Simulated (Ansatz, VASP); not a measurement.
## AlP: VASP beside Ansatz

File INCAR:

```
PREC = Accurate ; ENCUT = 500
EDIFF = 1E-7 ; ISMEAR = 0
SIGMA = 0.02 ; LREAL = False
LASPH = True ; NELM = 120
ALGO = Normal ; ISIF = 3
LWAVE = False ; LCHARG = False
GGA = PE ; IBRION = 2
NSW = 100 ; EDIFFG = -0.01
GGA_COMPAT = False ; NELMIN = 4
```

The input KPOINTS:

```
regular mesh
0
Gamma
  8 8 8
```

The input POSCAR:

```
AlP
1.0
    0.0000000000      2.7255001100      2.7255001100
    2.7255001100      0.0000000000      2.7255001100
    2.7255001100      2.7255001100      0.0000000000
Al P
1 1
Direct
    0.0000000000      0.0000000000      0.0000000000
    0.7500000000      0.7500000000      0.7500000000
```

Input for Ansatz:

```yaml
crystal:
  lattice:
    - [0.0, 2.72550011, 2.72550011]
    - [2.72550011, 0.0, 2.72550011]
    - [2.72550011, 2.72550011, 0.0]
  atoms:
    - { symbol: Al, position: [0.0, 0.0, 0.0] }
    - { symbol: P, position: [0.75, 0.75, 0.75] }
basis:
  ecutwfc: 420
kpoints:
  mp_grid: { grid: [8, 8, 8] }
hamiltonian:
  xc: pbe
scf:
  occupations: { method: gaussian, width: 0.02 }
output:
  forces: true
  stress: true
  eigenvalues: true
relax:
  adjacent_minimum: "off"
  f_tol: 0.01
  max_steps: 80
  cell: { stress_tol: 0.05 }
```

Alike in both runs: task relaxation of cell and atoms; functional PBE; k mesh 8 × 8 × 8; occupations gaussian, width 0.02 eV; no spin polarisation.

|  | VASP | Ansatz |
| --- | --- | --- |
| version | VASP 6.6.1 | Ansatz 0.2.0 |
| potentials or method | VASP PAW PBE potentials, release 64 (Al, P), cutoff 500 eV | scalar-relativistic, plane waves, PAW |
| valence electrons in the cell | 8 | 8 |

Ansatz gave:

```
gap on the k mesh at the Fermi level, each at its own relaxed structure (eV) : 1.63
relaxed volume (Å³/atom)                                                     : 20.87
relaxed cell length with the largest relative difference (Å)                 : 3.894
```

Q: Estimate VASP's values.

A: gap on the k mesh at the Fermi level, each at its own relaxed structure (eV): 1.63; relaxed volume (Å³/atom): 20.86; relaxed cell length with the largest relative difference (Å): 3.893.
